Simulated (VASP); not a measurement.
# BeSe (F-43m) in VASP: further runs

Runs on BeSe. Level: PBE. Tasks: single point, relaxation of volume and atoms at fixed shape.

Program: VASP 6.6.1. These are calculated values, not measurements. Logs are shortened: lines on timing, memory, paths and dates and some standing lists are left out, and cuts for length are marked.

## 1. The cell of the first run

Symmetry: F-43m, No. 216, cubic system. Conventional cell: a = 5.181 Å, b = 5.181 Å, c = 5.181 Å, α = 90.00°, β = 90.00°, γ = 90.00°. Be (site symmetry -43m) has 4 Se at 2.24 Å within 3.0 Å. Within 3.0 Å of Se (site symmetry -43m) lie 4 Be at 2.24 Å.

## 2. Single point, PBE

File INCAR:

```
ALGO = Normal
EDIFF = 1E-6
ENCUT = 600
GGA = PE
GGA_COMPAT = False
ISIF = 2
ISMEAR = -1
LASPH = True
LCHARG = False
LREAL = False
LWAVE = False
NBANDS = 11
NELM = 120
PREC = Accurate
SIGMA = 0.02
```

File KPOINTS:

```
k-points
0
Gamma
  5 5 5
```

File POSCAR:

```
BeSe
1.0
    0.0000000000      2.5903184483      2.5903184483
    2.5903184483      0.0000000000      2.5903184483
    2.5903184483      2.5903184483      0.0000000000
Be Se
1 1
Direct
    0.0000000000      0.0000000000      0.0000000000
    0.2500000000      0.2500000000      0.2500000000
```

Potentials or basis: VASP PAW PBE potentials, release 64 (Be, Se).

Command:

```sh
cat potpaw_PBE.64/Be/POTCAR potpaw_PBE.64/Se/POTCAR > POTCAR
mpirun -np 1 vasp_std > vasp.out
```

OUTCAR:

```text
EDIFF = 1E-6
   ENCUT = 600
   GGA = PE
   ISIF = 2
   ISMEAR = -1
   LASPH = True
   LREAL = False
   NELM = 120
   PREC = Accurate

 ion  position               nearest neighbor table
   1  0.000  0.000  0.000-   2 2.24   2 2.24   2 2.24   2 2.24
   2  0.250  0.250  0.250-   1 2.24   1 2.24   1 2.24   1 2.24

  LATTYP: Found a face centered cubic cell.
 ALAT       =     5.1806368966

  Lattice vectors:

 A1 = (   0.0000000000,   2.5903184483,   2.5903184483)
 A2 = (   2.5903184483,   0.0000000000,   2.5903184483)
 A3 = (   2.5903184483,   2.5903184483,   0.0000000000)

Analysis of symmetry for initial positions (statically):
=====================================================================
 Subroutine PRICEL returns:
 Original cell was already a primitive cell.

 Routine SETGRP: Setting up the symmetry group for a
 face centered cubic supercell.

 Subroutine GETGRP returns: Found 24 space group operations
 (whereof 24 operations were pure point group operations)
 out of a pool of 48 trial point group operations.

The static configuration has the point symmetry T_d .

Analysis of symmetry for dynamics (positions and initial velocities):
=====================================================================
 Subroutine PRICEL returns:
 Original cell was already a primitive cell.

 Routine SETGRP: Setting up the symmetry group for a
 face centered cubic supercell.

 Subroutine GETGRP returns: Found 24 space group operations
 (whereof 24 operations were pure point group operations)
 out of a pool of 48 trial point group operations.

The dynamic configuration has the point symmetry T_d .

 Subroutine INISYM returns: Found 24 space group operations
 (whereof 24 operations are pure point group operations),
 and found     1 'primitive' translations

----------------------------------------------------------------------------------------

                                     Primitive cell

  volume of cell :      34.7608

  direct lattice vectors                    reciprocal lattice vectors
     0.000000000  2.590318448  2.590318448    -0.193026460  0.193026460  0.193026460
     2.590318448  0.000000000  2.590318448     0.193026460 -0.193026460  0.193026460
     2.590318448  2.590318448  0.000000000     0.193026460  0.193026460 -0.193026460

[... 71 lines left out ...]
   NSW    =      0    number of steps for IOM
   IBRION =     -1    ionic relax: 0-MD 1-quasi-New 2-CG
   NFREE  =      0    steps in history (QN), initial steepest desc. (CG)
   ISIF   =      2    stress and relaxation
   ISYM   =      2    0-nonsym 1-usesym 2-fastsym
   POTIM  = 0.5000    time-step for ionic-motion
   TEBEG  =    0.0;   TEEND  =   0.0 temperature during run
   PSTRESS=    0.0 pullay stress
   NELECT =       8.0000    total number of electrons
   NUPDOWN=      -1.0000    fix difference up-down
   EMIN   =  10.00;   EMAX   =-10.00  energy-range for DOS
   EFERMI =   0.00;   METHOD = LEGACY
   ISMEAR =    -1;   SIGMA  =   0.02  broadening in eV -4-tet -1-fermi 0-gaus
   EFERMI_NEDOS =   21; number of points for ismear=-14 and -15
   IALGO  =     38    algorithm
   IMIX   =      4    mixing-type and parameters
     AMIX     =   0.40;   BMIX     =  1.00
     AMIX_MAG =   1.60;   BMIX_MAG =  1.00
  volume/ion in A,a.u.               =      17.38       117.29
  Fermi-wavevector in a.u.,A,eV,Ry     =   1.003248  1.895864 13.694355  1.006507
  Thomas-Fermi vector in A             =   2.135788
   LORBIT       =      0    0 simple, 1 ext, 2 COOP (PROOUT), +10 PAW based schemes
   GGA     = PE    functional components
   LHFCALC =     F    Hartree Fock is set to
   AEXX    =    0.0000 exact exchange contribution
   IVDW    =     0    specifies the selected vdW correction
   LEPSILON=     F    determine dielectric tensor
   LRPA    =     F    only Hartree local field effects (RPA)
 non-spin polarized calculation
  energy-cutoff  :      600.00
  volume of cell :       34.76
 maximum number of plane-waves:      1211
 NGX is ok and might be reduce to    30
   NGX = 15   NGY = 15   NGZ = 15

 number of electron       8.0000000 magnetization

 Free energy of the ion-electron system (eV)
  ---------------------------------------------------
  ext. energy  EPLUGINS =         0.00000000
  ---------------------------------------------------
  free energy    TOTEN  =        -8.84413335 eV

  energy without entropy =       -8.84413335  energy(sigma->0) =       -8.84413335

 E-fermi :   3.6079     XC(G=0):  -9.3409

 val. band max:        3.1666154078   @ k =   0.0000   0.0000   0.0000
 cond. band min:       6.0659799588   @ k =   0.4000   0.4000   0.0000
 fundamental gap:      2.8993645510
 Fermi energy:         3.6079087152

 k-point     1 :       0.0000    0.0000    0.0000
  band No.  band energies     occupation
      1     -10.4966      2.00000
      2       3.1666      2.00000
      3       3.1666      2.00000
      4       3.1666      2.00000
      5       7.3752      0.00000
      6       8.1736      0.00000
      7       8.1736      0.00000
      8       8.1736      0.00000
      9      15.0756      0.00000
     10      15.6153      0.00000
     11      15.6153      0.00000
[... 113 lines left out ...]
 k-point    10 :      -0.4000    0.4000    0.2000
  band No.  band energies     occupation
      1      -8.8739      2.00000
      2      -1.3580      2.00000
      3      -0.2820      2.00000
      4       0.6396      2.00000
      5       8.6438      0.00000
      6       9.6747      0.00000
      7      10.1631      0.00000
      8      13.1406      0.00000
      9      14.5572      0.00000
     10      16.5835      0.00000
     11      19.0037      0.00000

------------------------ aborting loop because EDIFF is reached ----------------------------------------

  FORCE on cell =-STRESS in cart. coord.  units (eV):
  Direction    XX          YY          ZZ          XY          YZ          ZX
  --------------------------------------------------------------------------------------
  -------------------------------------------------------------------------------------
  Total        0.0407134      0.0407134      0.0407134     -0.0000000      0.0000000     -0.0000000
  in kB        1.8765440      1.8765440      1.8765440     -0.0000000      0.0000000     -0.0000000
  external PRESSURE =       1.8765440 kB  Pullay stress =       0.0000000 kB

 VOLUME and BASIS-vectors are now :
 -----------------------------------------------------------------------------
  energy-cutoff  :      600.00
  volume of cell :       34.76
      direct lattice vectors                 reciprocal lattice vectors
     0.000000000  2.590318448  2.590318448    -0.193026460  0.193026460  0.193026460
     2.590318448  0.000000000  2.590318448     0.193026460 -0.193026460  0.193026460
     2.590318448  2.590318448  0.000000000     0.193026460  0.193026460 -0.193026460

 POSITION                                       TOTAL-FORCE (eV/Angst)
 -----------------------------------------------------------------------------------
      0.00000      0.00000      0.00000         0.000000      0.000000      0.000000
      1.29516      1.29516      1.29516        -0.000000     -0.000000     -0.000000
 -----------------------------------------------------------------------------------
    total drift:                                0.000000      0.000000      0.000000

  FREE ENERGIE OF THE ION-ELECTRON SYSTEM (eV)
  ---------------------------------------------------
  free  energy   TOTEN  =        -8.8441333476 eV

  energy  without entropy=       -8.8441333476  energy(sigma->0) =       -8.84413335
```

OSZICAR:

```text
N       E                     dE             d eps       ncg     rms          rms(c)
DAV:   1     0.221744392236E+02    0.22174E+02   -0.36003E+03   220   0.664E+02
DAV:   2    -0.752317910813E+01   -0.29698E+02   -0.28524E+02   282   0.112E+02
DAV:   3    -0.894835518272E+01   -0.14252E+01   -0.14226E+01   301   0.244E+01
DAV:   4    -0.895463299016E+01   -0.62778E-02   -0.62772E-02   253   0.180E+00
DAV:   5    -0.895465471697E+01   -0.21727E-04   -0.21727E-04   273   0.113E-01    0.329E+00
DAV:   6    -0.887299824477E+01    0.81656E-01   -0.46026E-02   244   0.111E+00    0.205E+00
DAV:   7    -0.884280389234E+01    0.30194E-01   -0.85042E-02   255   0.152E+00    0.249E-01
DAV:   8    -0.884389163363E+01   -0.10877E-02   -0.23052E-03   244   0.274E-01    0.695E-02
DAV:   9    -0.884412002999E+01   -0.22840E-03   -0.27639E-04   260   0.106E-01    0.316E-02
DAV:  10    -0.884412630952E+01   -0.62795E-05   -0.14541E-05   264   0.193E-02    0.867E-03
DAV:  11    -0.884413329797E+01   -0.69885E-05   -0.93085E-06   244   0.178E-02    0.210E-03
DAV:  12    -0.884413334758E+01   -0.49608E-07   -0.33552E-07   242   0.335E-03
   1 F= -.88441333E+01 E0= -.88441333E+01  d E =-.578968E-11
```

stdout:

```text
POSCAR found type information on POSCAR BeSe
 POSCAR found :  2 types and       2 ions
 scaLAPACK will be used
 LDA part: xc-table for (Slater+PW92), standard interpolation
 POSCAR, INCAR and KPOINTS ok, starting setup
 FFT: planning ... GRIDC
 FFT: planning ... GRID_SOFT
 FFT: planning ... GRID
 WAVECAR not read
 entering main loop
```

It took 6.5 s on 1 thread of AMD EPYC 7R43 (Zen 3), shared host; peak memory 0.13 GiB.

What came out:

```yaml
Free_energy: -8.8441 eV
Pressure: 0.2 GPa
Band_gap_on_the_k_mesh: 2.90 eV (least direct gap 4.21 eV)
```

Levels at points of the mesh, in eV from the valence-band top:
| k point | band 2 | band 3 | band 4 | band 5 | band 6 | band 7 |
| --- | --- | --- | --- | --- | --- | --- |
| (0.00, 0.00, 0.00) | 0.00 | 0.00 | 0.00 | 4.21 | 5.01 | 5.01 |

Caveat: the k points lie up to 0.42 Å⁻¹ apart; an odd mesh through Γ misses points on the zone boundary, where band edges can lie.

## 3. Relaxation of volume and atoms at fixed shape, PBE

This run uses another cell than the first one, of 16.29 Å³/atom.

File INCAR:

```
SYSTEM = BeSe
PREC = Accurate ; ENCUT = 600
EDIFF = 1E-7 ; ISMEAR = -1
SIGMA = 0.02 ; LREAL = .False.
LASPH = .True. ; NELM = 120
ALGO = Normal ; ISIF = 8
LWAVE = .False. ; LCHARG = .False.
GGA = PE ; IBRION = 2
NSW = 60 ; EDIFFG = -0.01
GGA_COMPAT = .False. ; NELMIN = 4
```

File KPOINTS:

```
Automatic mesh
0
Gamma
  5 5 5
  0 0 0
```

File POSCAR:

```
BeSe
1.0
    0.0000000000      2.5350000000      2.5350000000
    2.5350000000      0.0000000000      2.5350000000
    2.5350000000      2.5350000000      0.0000000000
Be Se
1 1
Direct
    0.0000000000      0.0000000000      0.0000000000
    0.2500000000      0.2500000000      0.2500000000
```

Potentials or basis: VASP PAW PBE potentials, release 64 (Be, Se).

Command:

```sh
cat potpaw_PBE.64/Be/POTCAR potpaw_PBE.64/Se/POTCAR > POTCAR
mpirun -np 1 vasp_std > vasp.out
```

Run time: 14 s. Hardware: 1 thread of AMD EPYC 7R43 (Zen 3), shared host; peak memory 0.14 GiB.

Results (log left out):

- Free energy: -8.8441 eV
- Relaxed volume: 17.42 Å³/atom
- Relaxed cell: a = 3.666 Å, b = 3.666 Å, c = 3.666 Å, α = 60.00°, β = 60.00°, γ = 60.00°
- Space group after relaxing (to 0.1 Å): F-43m (No. 216)
- Energy gained by relaxing: 19.2 meV/atom
- Ionic steps: 3
- Pressure after relaxing: 0.0 GPa
- Band gap on the k mesh: 2.90 eV (least direct gap 4.19 eV)

The path:
```
step  energy change (eV)  largest force (eV/Å)  pressure (GPa)  volume (Å³)
   1              0.0000                0.0000            5.75        32.58
   2             -0.0363                0.0000           -1.18        35.42
   3             -0.0385                0.0000            0.02        34.84
```

Final structure:
```xyz
2
Lattice="0.0000 2.5923 2.5923 2.5923 0.0000 2.5923 2.5923 2.5923 0.0000" Properties=species:S:1:pos:R:3 pbc="T T T"
Be    0.0000    0.0000    0.0000
Se    1.2961    1.2961    1.2961
```

Levels at points of the mesh, in eV from the valence-band top:
| k point | band 1 | band 2 | band 3 | band 4 | band 5 | band 6 | band 7 | band 8 |
| --- | --- | --- | --- | --- | --- | --- | --- | --- |
| (0.00, 0.00, 0.00) | -13.65 | 0.00 | 0.00 | 0.00 | 4.19 | 5.01 | 5.01 | 5.01 |

Caveat: the k points lie up to 0.42 Å⁻¹ apart in the final cell; an odd mesh through Γ misses points on the zone boundary, where band edges can lie.
